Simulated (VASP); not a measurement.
Runs of VASP 6.6.1 on RbAsPd3. The structure is that of space group Pm-3m (No. 221), or close to it. The cells are those of the table. The cell was built from a structure type or drawn by symmetry, and may not be a known phase.

```tsv
task	spin	cell	k mesh	cutoff (eV)	gap on the mesh (eV)	pressure (GPa)	relaxed volume (Å³/atom)
relaxation of cell and atoms	off	relaxed from a = 4.559 Å, 5 atoms	4 × 4 × 4	600	none	0.0	23.10
relaxation of cell and atoms	off	relaxed from a = 4.864 Å, 5 atoms	8 × 8 × 8	600	none	0.0	23.06
single point	off	a = 4.559 Å, 5 atoms	4 × 4 × 4	520	none	21.3	-
single point	off	a = 4.864 Å, 5 atoms	4 × 4 × 4	520	none	0.2	-
single point	off	a = 4.864 Å, 5 atoms	8 × 8 × 8	520	none	(a)	-
single point	collinear	a = 4.864 Å, 5 atoms	4 × 4 × 4	520	none	0.2	-
```

Alike in all rows: level PBE; potentials or basis VASP PAW PBE potentials, release 64 (Rb_sv, As, Pd); smearing gaussian 0.1 eV.

Fill in the values left out.

(a) 0.1.

Caveats: the volume moved by over 15 % at a fixed basis, so the end points are rough (at least some runs); the cell stands under pressure (at least some runs).

A k mesh can miss the band edges, and the runs leave out spin-orbit coupling on As, Pd, Rb.

A gap of «none» marks levels without a gap at the run's occupations.
